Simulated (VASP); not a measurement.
# ZrGe2Pd3 (P6/mmm) in VASP: notebook, part 2 of 2

VASP 6.6.1.

## Step 3: Single point, PBE

This run uses another cell than the first one, of 17.19 Å³/atom, 0.993 times its volume.

File INCAR:

```
ALGO = Fast
EDIFF = 1E-7
ENCUT = 520
GGA = PE
ISIF = 2
ISMEAR = 0
LASPH = T
LCHARG = F
LREAL = F
LWAVE = F
NBANDS = 44
NELM = 100
PREC = Accurate
SIGMA = 0.2
```

File KPOINTS:

```
k-points
0
Gamma
  5 5 3
```

File POSCAR:

```
ZrGe2Pd3
1.0
    5.4748593783      0.0000000000      0.0000000000
   -2.7374296892      4.7413673038      0.0000000000
    0.0000000000      0.0000000000      3.9730986664
Zr Ge Pd
1 2 3
Direct
    0.0000000000      0.0000000000      0.0000000000
    0.3333333333      0.6666666667      1.0000071512
    0.6666666667      0.3333333333     -0.0000071512
    0.5000000000      0.0000000000      0.5000000000
    0.0000000000      0.5000000000      0.5000000000
    0.5000000000      0.5000000000      0.5000000000
```

Potentials or basis: VASP PAW PBE potentials, release 64 (Zr_sv, Ge_d, Pd).

The run is started by

```bash
$ cat potpaw_PBE.64/Zr_sv/POTCAR potpaw_PBE.64/Ge_d/POTCAR potpaw_PBE.64/Pd/POTCAR > POTCAR
$ mpirun -np 1 vasp_std > vasp.out
```

OUTCAR:

```text
EDIFF = 1E-7
   ENCUT = 520
   GGA = PE
   ISIF = 2
   ISMEAR = 0
   LASPH = T
   LREAL = F
   NELM = 100
   PREC = Accurate

 ion  position               nearest neighbor table
   1  0.000  0.000  0.000-   2 3.16   3 3.16   3 3.16   2 3.16   3 3.16   2 3.16   4 3.38   4 3.38
                             4 3.38   4 3.38   6 3.38   6 3.38   6 3.38   6 3.38   5 3.38   5 3.38
   2  0.333  0.667  0.000-   5 2.54   4 2.54   6 2.54   5 2.54   4 2.54   6 2.54   1 3.16   1 3.16
                             1 3.16
   3  0.667  0.333  1.000-   5 2.54   4 2.54   6 2.54   5 2.54   4 2.54   6 2.54   1 3.16   1 3.16
                             1 3.16
   4  0.500  0.000  0.500-   2 2.54   3 2.54   2 2.54   3 2.54   5 2.74   5 2.74   6 2.74   6 2.74
                             1 3.38   1 3.38   1 3.38   1 3.38
   5  0.000  0.500  0.500-   2 2.54   3 2.54   2 2.54   3 2.54   6 2.74   6 2.74   4 2.74   4 2.74
                             1 3.38   1 3.38   1 3.38   1 3.38
   6  0.500  0.500  0.500-   2 2.54   3 2.54   2 2.54   3 2.54   5 2.74   5 2.74   4 2.74   4 2.74
                             1 3.38   1 3.38   1 3.38   1 3.38

  LATTYP: Found a hexagonal cell.
 ALAT       =     5.4748593783
 C/A-ratio  =     0.7256987608

  Lattice vectors:

 A1 = (   5.4748593783,   0.0000000000,   0.0000000000)
[... 182 lines left out ...]
  band No.  band energies     occupation
      1     -40.7830      2.00000
      2     -18.7466      2.00000
      3     -18.7466      2.00000
      4     -18.6722      2.00000
      5     -15.6033      2.00000
      6     -15.6033      2.00000
[... 553 lines left out ...]
     43      13.9142      0.00000
     44      14.1440      0.00000

------------------------ aborting loop because EDIFF is reached ----------------------------------------

  FORCE on cell =-STRESS in cart. coord.  units (eV):
  Direction    XX          YY          ZZ          XY          YZ          ZX
  --------------------------------------------------------------------------------------
  -------------------------------------------------------------------------------------
  Total        0.0883608      0.0883608      0.0378250     -0.0000000      0.0000000     -0.0000000
  in kB        1.3726648      1.3726648      0.5876027     -0.0000000      0.0000000     -0.0000000
  external PRESSURE =       1.1109774 kB  Pullay stress =       0.0000000 kB

 VOLUME and BASIS-vectors are now :
 -----------------------------------------------------------------------------
  energy-cutoff  :      520.00
  volume of cell :      103.13
      direct lattice vectors                 reciprocal lattice vectors
     5.474859378  0.000000000  0.000000000     0.182653093  0.105454812  0.000000000
    -2.737429689  4.741367304  0.000000000     0.000000000  0.210909625  0.000000000
     0.000000000  0.000000000  3.973098666     0.000000000  0.000000000  0.251692717

 POSITION                                       TOTAL-FORCE (eV/Angst)
 -----------------------------------------------------------------------------------
      0.00000      0.00000      0.00000         0.000000      0.000000      0.000000
     -0.00000      3.16091      0.00003        -0.000000      0.000000     -0.000378
      2.73743      1.58046      3.97307         0.000000     -0.000000      0.000378
      2.73743      0.00000      1.98655         0.000000      0.000000      0.000000
     -1.36871      2.37068      1.98655         0.000000      0.000000      0.000000
      1.36871      2.37068      1.98655         0.000000      0.000000      0.000000
 -----------------------------------------------------------------------------------
    total drift:                               -0.000000     -0.000000      0.000000

  FREE ENERGIE OF THE ION-ELECTRON SYSTEM (eV)
  ---------------------------------------------------
  free  energy   TOTEN  =       -35.6748031003 eV

  energy  without entropy=      -35.5528513702  energy(sigma->0) =      -35.61382724
```

It took 2.9 min on 1 thread of Intel Xeon 6975P-C (Granite Rapids), shared host; peak memory 0.25 GiB.

Results:

- Free energy: -35.6748 eV
- Pressure: 0.1 GPa
- Band gap on the k mesh: zero (band 35 reaches 9.32 eV, above the bottom of band 36 at 8.52 eV)

Caveat: the k points lie up to 0.53 Å⁻¹ apart.

## Step 4: Single point, PBE

This run uses another cell than the first one, of 28.84 Å³/atom, 1.666 times its volume.

File INCAR:

```
PREC = Accurate ; ENCUT = 520
EDIFF = 1E-6 ; ISMEAR = 0
SIGMA = 0.2 ; LREAL = False
LASPH = True ; NELM = 80
ALGO = Normal ; ISIF = 2
LWAVE = False ; LCHARG = True
GGA = PE ; LELF = True
LVHAR = True ; NBANDS = 44
```

File KPOINTS:

```
regular mesh
0
Gamma
  4 4 3
```

File POSCAR:

```
ZrGe2Pd3
1.0
    5.0835386934      0.0000000034      0.0000000000
   -2.5417693497      4.4024736479      0.0000000000
    0.0000000000      0.0000000000      7.7309347768
Zr Ge Pd
1 2 3
Direct
    0.0000000000      0.0000000000      0.0000000000
    0.0000000000      0.0000000000      0.6574589669
    0.0000000000      0.0000000000      0.3425410331
    0.5000000000      0.0000000000      0.5000000000
    0.0000000000      0.5000000000      0.5000000000
    0.5000000000      0.5000000000      0.5000000000
```

Potentials or basis: VASP PAW PBE potentials, release 64 (Zr_sv, Ge_d, Pd).

The run is started by

```bash
$ cat potpaw_PBE.64/Zr_sv/POTCAR potpaw_PBE.64/Ge_d/POTCAR potpaw_PBE.64/Pd/POTCAR > POTCAR
$ mpirun -np 1 vasp_std > vasp.out
```

OUTCAR:

```text
PREC = Accurate
   ENCUT = 520
   EDIFF = 1E-6
   ISMEAR = 0
   LREAL = False
   LASPH = True
   NELM = 80
   ISIF = 2
   GGA = PE

 ion  position               nearest neighbor table
   1  0.000  0.000  0.000-   2 2.65   3 2.65
   2  0.000  0.000  0.657-   3 2.43   1 2.65   6 2.82   6 2.82   4 2.82   4 2.82   5 2.82   5 2.82

   3  0.000  0.000  0.343-   2 2.43   1 2.65   6 2.82   6 2.82   4 2.82   4 2.82   5 2.82   5 2.82

   4  0.500  0.000  0.500-   5 2.54   5 2.54   6 2.54   6 2.54   2 2.82   2 2.82   3 2.82   3 2.82
[... 569 lines left out ...]
  -------------------------------------------------------------------------------------
  Total        0.0340388      0.0340388     -0.2359211     -0.0000000      0.0000000      0.0000000
  in kB        0.3152024      0.3152024     -2.1846533     -0.0000000      0.0000000      0.0000000
  external PRESSURE =      -0.5180828 kB  Pullay stress =       0.0000000 kB

 VOLUME and BASIS-vectors are now :
 -----------------------------------------------------------------------------
  energy-cutoff  :      520.00
  volume of cell :      173.02
      direct lattice vectors                 reciprocal lattice vectors
     5.083538693  0.000000003  0.000000000     0.196713364  0.113572514  0.000000000
    -2.541769350  4.402473648  0.000000000    -0.000000000  0.227145028  0.000000000
     0.000000000  0.000000000  7.730934777     0.000000000  0.000000000  0.129350464

 POSITION                                       TOTAL-FORCE (eV/Angst)
 -----------------------------------------------------------------------------------
      0.00000      0.00000      0.00000         0.000000      0.000000      0.000000
      0.00000      0.00000      5.08277        -0.000000      0.000000      0.071544
      0.00000      0.00000      2.64816         0.000000     -0.000000     -0.071544
      2.54177      0.00000      3.86547         0.000000      0.000000      0.000000
     -1.27088      2.20124      3.86547         0.000000      0.000000      0.000000
      1.27088      2.20124      3.86547         0.000000      0.000000      0.000000
 -----------------------------------------------------------------------------------
    total drift:                               -0.000000      0.000000     -0.000000

  FREE ENERGIE OF THE ION-ELECTRON SYSTEM (eV)
  ---------------------------------------------------
  free  energy   TOTEN  =       -28.9741031263 eV

  energy  without entropy=      -28.8655208704  energy(sigma->0) =      -28.91981200
```

OSZICAR:

```text
N       E                     dE             d eps       ncg     rms          rms(c)
DAV:   1     0.783296049225E+03    0.78330E+03   -0.33009E+04   908   0.285E+03
DAV:   2     0.838032141252E+02   -0.69949E+03   -0.67408E+03   736   0.846E+02
DAV:   3    -0.240132816450E+02   -0.10782E+03   -0.10468E+03   776   0.187E+02
DAV:   4    -0.329104387440E+02   -0.88972E+01   -0.87461E+01  1064   0.604E+01
DAV:   5    -0.332429208529E+02   -0.33248E+00   -0.33161E+00  1020   0.102E+01    0.150E+01
DAV:   6    -0.335342551169E+02   -0.29133E+00   -0.51078E+01  1032   0.272E+01    0.233E+01
DAV:   7    -0.308999281171E+02    0.26343E+01   -0.85623E+01   940   0.234E+01    0.107E+01
DAV:   8    -0.295798067507E+02    0.13201E+01   -0.27126E+00   872   0.681E+00    0.460E+00
DAV:   9    -0.290758034175E+02    0.50400E+00   -0.12116E+00   904   0.281E+00    0.192E+00
DAV:  10    -0.289830289325E+02    0.92774E-01   -0.30695E-01  1024   0.176E+00    0.789E-01
DAV:  11    -0.289741176948E+02    0.89112E-02   -0.67359E-02  1004   0.866E-01    0.259E-01
DAV:  12    -0.289740791467E+02    0.38548E-04   -0.44231E-03   892   0.305E-01    0.861E-02
DAV:  13    -0.289741313763E+02   -0.52230E-04   -0.26013E-04   920   0.104E-01    0.348E-02
DAV:  14    -0.289741155071E+02    0.15869E-04   -0.44033E-05   792   0.281E-02    0.225E-02
DAV:  15    -0.289741026319E+02    0.12875E-04   -0.74856E-05   912   0.276E-02    0.400E-03
DAV:  16    -0.289741031263E+02   -0.49438E-06   -0.36973E-06   740   0.851E-03
   1 F= -.28974103E+02 E0= -.28919812E+02  d E =-.108582E+00
```

It took 43 s on 1 thread of Intel Xeon 6975P-C (Granite Rapids), shared host; peak memory 0.32 GiB.

Results:

| Item | Value |
| --- | --- |
| Free energy | -28.9741 eV |
| Pressure | -0.1 GPa |
| Largest force | 0.072 eV/Å |
| Band gap on the k mesh | zero (band 35 reaches 3.98 eV, above the bottom of band 36 at 3.55 eV) |

Forces on the atoms (eV/Å):
```
Zr   0.000  0.000  0.000
Ge   0.000  0.000  0.072
Ge   0.000  0.000 -0.072
Pd   0.000  0.000  0.000
Pd   0.000  0.000  0.000
Pd   0.000  0.000  0.000
```

Stress tensor (GPa, compression positive):
```
 0.03  0.00  0.00
 0.00  0.03  0.00
 0.00  0.00 -0.22
```

## Step 5: The runs side by side

```csv
cell,k mesh,gap on the mesh (eV),pressure (GPa)
"a = 5.504, b = 5.504, c = 3.959 Å, angles 90.0, 90.0, 120.0°, 6 atoms",4 × 4 × 5,none,0.0
"a = 5.475, b = 5.475, c = 3.973 Å, angles 90.0, 90.0, 120.0°, 6 atoms",5 × 5 × 3,none,0.1
"a = 5.084, b = 5.084, c = 7.731 Å, angles 90.0, 90.0, 120.0°, 6 atoms",4 × 4 × 3,none,-0.1
```

Alike in all rows: task single point; level PBE; potentials or basis VASP PAW PBE potentials, release 64 (Zr_sv, Ge_d, Pd); no spin polarisation; cutoff (eV) 520; smearing gaussian 0.2 eV.

Caveats: some runs use coarse meshes.

Absolute energies hang on the potentials; compare differences alone.
